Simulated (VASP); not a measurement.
# Mg2ZnS3 (Cmc2_1) in VASP: further runs

The runs below take Mg2ZnS3 through relaxation of cell and atoms, single point, with PBE.

All numbers are computed with VASP 6.6.1; they aren't measurements. Logs are shortened: lines on timing, memory, paths and dates and some standing lists are left out, and cuts for length are marked.

**1. The cell of the first run**

Symmetry: Cmc2_1, No. 36, orthorhombic system. Conventional cell: a = 11.700 Å, b = 6.750 Å, c = 6.300 Å, α = 90.00°, β = 90.00°, γ = 90.00°. Mg (site symmetry 1) has 4 S at 2.38 to 2.46 Å within 3.1 Å. Zn (site symmetry m) has 4 S at 2.27 to 2.40 Å within 3.0 Å. Within 3.0 Å of S (site symmetry m) lie 2 Zn at 2.27 to 2.40 Å and 2 Mg at 2.43 Å. S (site symmetry 1) has 1 Zn at 2.28 Å and 3 Mg at 2.38 to 2.46 Å within 3.0 Å.

**2. Relaxation of cell and atoms, PBE**

INCAR

```
SYSTEM = Mg2ZnS3
PREC = Accurate ; ENCUT = 600
EDIFF = 1E-7 ; ISMEAR = 0
SIGMA = 0.15 ; LREAL = .FALSE.
LASPH = .TRUE. ; NELM = 80
ALGO = Normal ; ISIF = 3
LWAVE = .FALSE. ; LCHARG = .FALSE.
GGA = PE ; IBRION = 2
NSW = 36 ; EDIFFG = -0.08
```

KPOINTS

```
Automatic mesh
0
G
  2 2 2
  0 0 0
```

POSCAR

```
Mg2ZnS3
1.0
    5.8500000000     -3.3750000000      0.0000000000
    5.8500000000      3.3750000000      0.0000000000
    0.0000000000      0.0000000000      6.3000000000
Mg Zn S
4 2 6
Direct
    0.1660000000      0.5000000000      0.0000000000
    0.5000000000      0.8340000000      0.0000000000
    0.8340000000      0.5000000000      0.5000000000
    0.5000000000      0.1660000000      0.5000000000
    0.8330000000      0.1670000000      0.0000000000
    0.1670000000      0.8330000000      0.5000000000
    0.1500000000      0.8500000000      0.8800000000
    0.5100000000      0.1700000000      0.8900000000
    0.8300000000      0.4900000000      0.8900000000
    0.8500000000      0.1500000000      0.3800000000
    0.1700000000      0.5100000000      0.3900000000
    0.4900000000      0.8300000000      0.3900000000
```

Potentials or basis: VASP PAW PBE potentials, release 64 (Mg, Zn, S).

Started as:

```bash
cat potpaw_PBE.64/Mg/POTCAR potpaw_PBE.64/Zn/POTCAR potpaw_PBE.64/S/POTCAR > POTCAR
mpirun -np 1 vasp_std > vasp.out
```

OUTCAR:

```text
SYSTEM = Mg2ZnS3
   PREC = Accurate
   ENCUT = 600
   EDIFF = 1E-7
   ISMEAR = 0
   LREAL = .FALSE.
   LASPH = .TRUE.
   NELM = 80
   ISIF = 3
   GGA = PE
   IBRION = 2
   NSW = 36
   EDIFFG = -0.08

 ion  position               nearest neighbor table
   1  0.166  0.500  0.000-   8 2.38   9 2.41   7 2.43  11 2.46
   2  0.500  0.834  0.000-   9 2.38   8 2.41   7 2.43  12 2.46
   3  0.834  0.500  0.500-  12 2.38  11 2.41  10 2.43   9 2.46
   4  0.500  0.166  0.500-  11 2.38  12 2.41  10 2.43   8 2.46
   5  0.833  0.167  0.000-   7 2.27   8 2.28   9 2.28  10 2.40
   6  0.167  0.833  0.500-  10 2.27  11 2.28  12 2.28   7 2.40
   7  0.150  0.850  0.880-   5 2.27   6 2.40   1 2.43   2 2.43
   8  0.510  0.170  0.890-   5 2.28   1 2.38   2 2.41   4 2.46
   9  0.830  0.490  0.890-   5 2.28   2 2.38   1 2.41   3 2.46
  10  0.850  0.150  0.380-   6 2.27   5 2.40   3 2.43   4 2.43
  11  0.170  0.510  0.390-   6 2.28   4 2.38   3 2.41   1 2.46
  12  0.490  0.830  0.390-   6 2.28   3 2.38   4 2.41   2 2.46

  LATTYP: Found a base centered orthorhombic cell.
 ALAT       =     6.7500000000
 B/A-ratio  =     1.7333333333
 C/A-ratio  =     0.9333333333

  Lattice vectors:

 A1 = (  -5.8500000000,  -3.3750000000,   0.0000000000)
 A2 = (   5.8500000000,  -3.3750000000,   0.0000000000)
 A3 = (   0.0000000000,   0.0000000000,   6.3000000000)

Analysis of symmetry for initial positions (statically):
=====================================================================
 Subroutine PRICEL returns:
 Original cell was already a primitive cell.

 Routine SETGRP: Setting up the symmetry group for a
 base centered orthorhombic supercell.

 Subroutine GETGRP returns: Found  4 space group operations
 (whereof  2 operations were pure point group operations)
 out of a pool of  8 trial point group operations.

The static configuration has the point symmetry C_1h.
 The point group associated with its full space group is C_2v.

Analysis of symmetry for dynamics (positions and initial velocities):
=====================================================================
 Subroutine PRICEL returns:
 Original cell was already a primitive cell.

 Routine SETGRP: Setting up the symmetry group for a
 base centered orthorhombic supercell.

 Subroutine GETGRP returns: Found  4 space group operations
 (whereof  2 operations were pure point group operations)
 out of a pool of  8 trial point group operations.

The dynamic configuration has the point symmetry C_1h.
 The point group associated with its full space group is C_2v.

 Subroutine INISYM returns: Found  4 space group operations
 (whereof  2 operations are pure point group operations),
 and found     1 'primitive' translations

----------------------------------------------------------------------------------------

                                     Primitive cell

  volume of cell :     248.7712

  direct lattice vectors                    reciprocal lattice vectors
     5.850000000 -3.375000000  0.000000000     0.085470085 -0.148148148  0.000000000
     5.850000000  3.375000000  0.000000000     0.085470085  0.148148148  0.000000000
     0.000000000  0.000000000  6.300000000     0.000000000  0.000000000  0.158730159

  length of vectors
     6.753748959  6.753748959  6.300000000     0.171035111  0.171035111  0.158730159

  position of ions in fractional coordinates (direct lattice)
     0.166000000  0.500000000  0.000000000
     0.500000000  0.834000000  0.000000000
     0.834000000  0.500000000  0.500000000
     0.500000000  0.166000000  0.500000000
     0.833000000  0.167000000  0.000000000
     0.167000000  0.833000000  0.500000000
     0.150000000  0.850000000  0.880000000
     0.510000000  0.170000000  0.890000000
     0.830000000  0.490000000  0.890000000
     0.850000000  0.150000000  0.380000000
     0.170000000  0.510000000  0.390000000
     0.490000000  0.830000000  0.390000000

  ion indices of the primitive-cell ions
   primitive index   ion index
                 1           1
                 2           2
                 3           3
                 4           4
                 5           5
                 6           6
                 7           7
                 8           8
                 9           9
                10          10
                11          11
                12          12

----------------------------------------------------------------------------------------

 KPOINTS: Automatic mesh

Automatic generation of k-mesh.
 Grid dimensions read from file:
 generate k-points for:    2    2    2

 Generating k-lattice:

  Cartesian coordinates                     Fractional coordinates (reciprocal lattice)
     0.042735043 -0.074074074  0.000000000     0.500000000  0.000000000  0.000000000
     0.042735043  0.074074074  0.000000000     0.000000000  0.500000000  0.000000000
     0.000000000  0.000000000  0.079365079     0.000000000  0.000000000  0.500000000

  Length of vectors
     0.085517556  0.085517556  0.079365079

  Shift w.r.t. Gamma in fractional coordinates (k-lattice)
     0.000000000  0.000000000  0.000000000

 Subroutine IBZKPT returns following result:
 ===========================================

 Found      6 irreducible k-points:

 Following reciprocal coordinates:
            Coordinates               Weight
  0.000000  0.000000  0.000000      1.000000
  0.500000  0.000000  0.000000      2.000000
  0.500000  0.500000  0.000000      1.000000
  0.000000  0.000000  0.500000      1.000000
  0.500000  0.000000  0.500000      2.000000
  0.500000  0.500000  0.500000      1.000000
   k-points           NKPTS =      6   k-points in BZ     NKDIM =      6   number of bands    NBANDS=     41
   number of dos      NEDOS =    301   number of ions     NIONS =     12
   total plane-waves  NPLWV = 145800
   dimension x,y,z NGX =    54 NGY =   54 NGZ =   50
   dimension x,y,z NGXF=   108 NGYF=  108 NGZF=  100
   ions per type =               4   2   6
   NGX,Y,Z   is equivalent  to a cutoff of  13.29, 13.29, 13.19 a.u.
   NGXF,Y,Z  is equivalent  to a cutoff of  26.58, 26.58, 26.39 a.u.
 SYSTEM =  Mg2ZnS3
   PREC   = accura    normal or accurate (medium, high low for compatibility)
   ISTART =      0    job   : 0-new  1-cont  2-samecut
   ICHARG =      2    charge: 1-file 2-atom 10-const
   ISPIN  =      1    spin polarized calculation?
   LNONCOLLINEAR =      F non collinear calculations
   LSORBIT =      F    spin-orbit coupling
   LASPH  =      T    aspherical Exc in radial PAW
   ENCUT  =  600.0 eV  44.10 Ry    6.64 a.u.  13.49 13.49 12.58*2*pi/ulx,y,z
   NELM   =     80;   NELMIN=  2; NELMDL= -5     # of ELM steps
   EDIFF  = 0.1E-06   stopping-criterion for ELM
   LREAL  =      F    real-space projection
   EDIFFG = -.8E-01   stopping-criterion for IOM
   NSW    =     36    number of steps for IOM
   IBRION =      2    ionic relax: 0-MD 1-quasi-New 2-CG
   NFREE  =      1    steps in history (QN), initial steepest desc. (CG)
   ISIF   =      3    stress and relaxation
   ISYM   =      2    0-nonsym 1-usesym 2-fastsym
   POTIM  = 0.5000    time-step for ionic-motion
   TEBEG  =    0.0;   TEEND  =   0.0 temperature during run
   PSTRESS=    0.0 pullay stress
   NELECT =      68.0000    total number of electrons
   NUPDOWN=      -1.0000    fix difference up-down
   EMIN   =  10.00;   EMAX   =-10.00  energy-range for DOS
   EFERMI =   0.00;   METHOD = LEGACY
   ISMEAR =     0;   SIGMA  =   0.15  broadening in eV -4-tet -1-fermi 0-gaus
   EFERMI_NEDOS =   21; number of points for ismear=-14 and -15
   IALGO  =     38    algorithm
   IMIX   =      4    mixing-type and parameters
     AMIX     =   0.40;   BMIX     =  1.00
     AMIX_MAG =   1.60;   BMIX_MAG =  1.00
  volume/ion in A,a.u.               =      20.73       139.90
  Fermi-wavevector in a.u.,A,eV,Ry     =   1.062456  2.007751 15.358438  1.128813
  Thomas-Fermi vector in A             =   2.197908
   LORBIT       =      0    0 simple, 1 ext, 2 COOP (PROOUT), +10 PAW based schemes
   GGA     = PE    functional components
   LHFCALC =     F    Hartree Fock is set to
   AEXX    =    0.0000 exact exchange contribution
   IVDW    =     0    specifies the selected vdW correction
   LEPSILON=     F    determine dielectric tensor
   LRPA    =     F    only Hartree local field effects (RPA)
 conjugate gradient relaxation of ions
 non-spin polarized calculation
 Gauss-broadening in eV      SIGMA  =   0.15
  energy-cutoff  :      600.00
  volume of cell :      248.77
 maximum number of plane-waves:      8351
 NGX is ok and might be reduce to    54
   NGX = 27   NGY = 27   NGZ = 25

--------------------------------------- Ionic step        1  -------------------------------------------

 number of electron      68.0000009 magnetization

 Free energy of the ion-electron system (eV)
  ---------------------------------------------------
  ext. energy  EPLUGINS =         0.00000000
  ---------------------------------------------------
  free energy    TOTEN  =       -47.23344015 eV

  energy without entropy =      -47.23344015  energy(sigma->0) =      -47.23344015

------------------------ aborting loop because EDIFF is reached ----------------------------------------

  FORCE on cell =-STRESS in cart. coord.  units (eV):
  Direction    XX          YY          ZZ          XY          YZ          ZX
  --------------------------------------------------------------------------------------
  -------------------------------------------------------------------------------------
  Total        7.4788489      9.5101458      4.0789484      0.0000000      0.0000000      0.0000000
  in kB       48.1665073     61.2487982     26.2699114      0.0000000      0.0000000      0.0000000
  external PRESSURE =      45.2284056 kB  Pullay stress =       0.0000000 kB
[... 169 lines left out ...]
  energy  without entropy=      -47.5334002125  energy(sigma->0) =      -47.53340021

--------------------------------------- Ionic step        5  -------------------------------------------

 number of electron      68.0000031 magnetization

 Free energy of the ion-electron system (eV)
  ---------------------------------------------------
  ext. energy  EPLUGINS =         0.00000000
  ---------------------------------------------------
  free energy    TOTEN  =       -47.53711951 eV

  energy without entropy =      -47.53711951  energy(sigma->0) =      -47.53711951

 E-fermi :   2.1022     XC(G=0):  -8.6930

 val. band max:        1.3935506424   @ k =   0.0000   0.0000   0.0000
 cond. band min:       4.3362512167   @ k =   0.0000   0.0000   0.0000
 fundamental gap:      2.9427005743
 Fermi energy:         2.1021798204

 k-point     1 :       0.0000    0.0000    0.0000
  band No.  band energies     occupation
      1     -10.5379      2.00000
      2      -9.7555      2.00000
      3      -9.6556      2.00000
      4      -9.6505      2.00000
      5      -9.5589      2.00000
      6      -9.5526      2.00000
[... 292 lines left out ...]
  FREE ENERGIE OF THE ION-ELECTRON SYSTEM (eV)
  ---------------------------------------------------
  free  energy   TOTEN  =       -47.5371195059 eV

  energy  without entropy=      -47.5371195059  energy(sigma->0) =      -47.53711951

 reached required accuracy - stopping structural energy minimisation
```

Run time: 3.9 min. Hardware: 1 thread of Intel Xeon 6975P-C (Granite Rapids), shared host; peak memory 0.44 GiB.

What came out:

```yaml
Free_energy: -47.5371 eV
Relaxed_volume: 22.04 Å³/atom
Relaxed_cell: a = 6.910 Å, b = 6.910 Å, c = 6.381 Å, α = 90.00°, β = 90.00°, γ = 60.23°
Space_group_after_relaxing_to_0.1_Å: Cmc2_1 (No. 36)
Energy_gained_by_relaxing: 25.3 meV/atom
Ionic_steps: 5
Pressure_after_relaxing: 0.1 GPa
Largest_force_after_relaxing: 0.033 eV/Å
Band_gap_on_the_k_mesh: 2.94 eV
```

Forces in eV/Å, atoms in the order of the input:
```
Mg   0.016 -0.001  0.024
Mg  -0.016 -0.001  0.024
Mg  -0.016  0.001  0.024
Mg   0.016  0.001  0.024
Zn   0.000 -0.014 -0.018
Zn   0.000  0.014 -0.018
S    0.000  0.026 -0.021
S    0.019 -0.022 -0.005
S   -0.019 -0.022 -0.005
S    0.000 -0.026 -0.021
S    0.019  0.022 -0.005
S   -0.019  0.022 -0.005
```

The path:
```
step  energy change (eV)  largest force (eV/Å)  pressure (GPa)  volume (Å³)
   1              0.0000                0.6169            4.52       248.77
   2             -0.2743                0.1230           -1.16       270.41
   3             -0.2912                0.1818           -0.18       265.84
   4             -0.3000                0.0986           -0.04       265.21
   5             -0.3037                0.0331            0.13       264.45
```

Final structure:
```
CELL_PARAMETERS angstrom
5.97687 -3.46690 0.00000
5.97687 3.46690 0.00000
0.00000 0.00000 6.38114
ATOMIC_POSITIONS crystal
Mg 0.16513 0.50371 0.00138
Mg 0.49629 0.83487 0.00138
Mg 0.83487 0.49629 0.50138
Mg 0.50371 0.16513 0.50138
Zn 0.83487 0.16513 0.00576
Zn 0.16513 0.83487 0.50576
S 0.15480 0.84520 0.87590
S 0.50795 0.16866 0.88779
S 0.83134 0.49205 0.88779
S 0.84520 0.15480 0.37590
S 0.16866 0.50795 0.38779
S 0.49205 0.83134 0.38779
```

Caveat: the k points lie up to 0.52 Å⁻¹ apart in the final cell; the relaxation stopped at a loose force limit of 0.08 eV/Å, so its end isn't a converged minimum.

**3. Single point, PBE**

This run uses another cell than the first one, of 22.12 Å³/atom.

INCAR

```
SYSTEM = Mg2ZnS3
PREC = Accurate ; ENCUT = 520
EDIFF = 1E-7 ; ISMEAR = 0
SIGMA = 0.02 ; LREAL = .False.
LASPH = .True. ; NELM = 100
ALGO = Normal ; ISIF = 2
LWAVE = .False. ; LCHARG = .False.
GGA = PE ; NBANDS = 46
```

KPOINTS

```
regular mesh
0
Gamma
  4 4 4
  0 0 0
```

POSCAR

```
Mg2ZnS3
1.0
    5.9776987887     -3.4503436405      0.0000000000
    5.9776987887      3.4503436405      0.0000000000
    0.0000000000      0.0000000000      6.4341823743
Mg Zn S
4 2 6
Direct
    0.1662674600      0.5035823208      0.5037402881
    0.4964176792      0.8337325400      0.5037402881
    0.8337325400      0.4964176792      0.0037402881
    0.5035823208      0.1662674600      0.0037402881
    0.8366423977      0.1633576023      0.5048388059
    0.1633576023      0.8366423977      0.0048388059
    0.1558518041      0.8441481959      0.3730323116
    0.5099844493      0.1668961334      0.3873241531
    0.8331038666      0.4900155507      0.3873241531
    0.8441481959      0.1558518041      0.8730323116
    0.1668961334      0.5099844493      0.8873241531
    0.4900155507      0.8331038666      0.8873241531
```

Potentials or basis: VASP PAW PBE potentials, release 64 (Mg, Zn, S).

Started as:

```bash
cat potpaw_PBE.64/Mg/POTCAR potpaw_PBE.64/Zn/POTCAR potpaw_PBE.64/S/POTCAR > POTCAR
mpirun -np 1 vasp_std > vasp.out
```

Wall time 3.7 min (1 thread of Intel Xeon 6975P-C (Granite Rapids), shared host); peak memory 0.49 GiB.

It converged, with:

```
Free energy            : -47.5781 eV
Pressure               : -0.1 GPa
Largest force          : 0.028 eV/Å
Band gap on the k mesh : 2.96 eV
```

Forces on the atoms (eV/Å):
```
Mg  -0.004 -0.003 -0.003
Mg   0.004 -0.003 -0.003
Mg   0.004  0.003 -0.003
Mg  -0.004  0.003 -0.003
Zn   0.000  0.006  0.003
Zn   0.000 -0.006  0.003
S    0.000 -0.025  0.012
S   -0.021  0.012 -0.004
S    0.021  0.012 -0.004
S    0.000  0.025  0.012
S   -0.021 -0.012 -0.004
S    0.021 -0.012 -0.004
```

Levels at points of the mesh, in eV from the valence-band top:
```csv
k point,band 32,band 33,band 34,band 35,band 36,band 37
"(0.00, 0.00, 0.00)",-0.05,-0.04,0.00,2.96,4.09,4.68
"(0.50, 0.00, 0.00)",-0.50,-0.46,-0.38,4.31,4.67,5.04
"(0.50, 0.50, 0.00)",-0.55,-0.40,-0.33,4.21,4.91,4.98
"(0.00, 0.00, 0.50)",-0.34,-0.32,-0.32,4.28,4.28,5.13
"(0.50, 0.00, 0.50)",-0.85,-0.76,-0.76,4.22,4.22,5.10
"(0.50, 0.50, 0.50)",-0.86,-0.82,-0.82,4.21,4.21,5.10
```
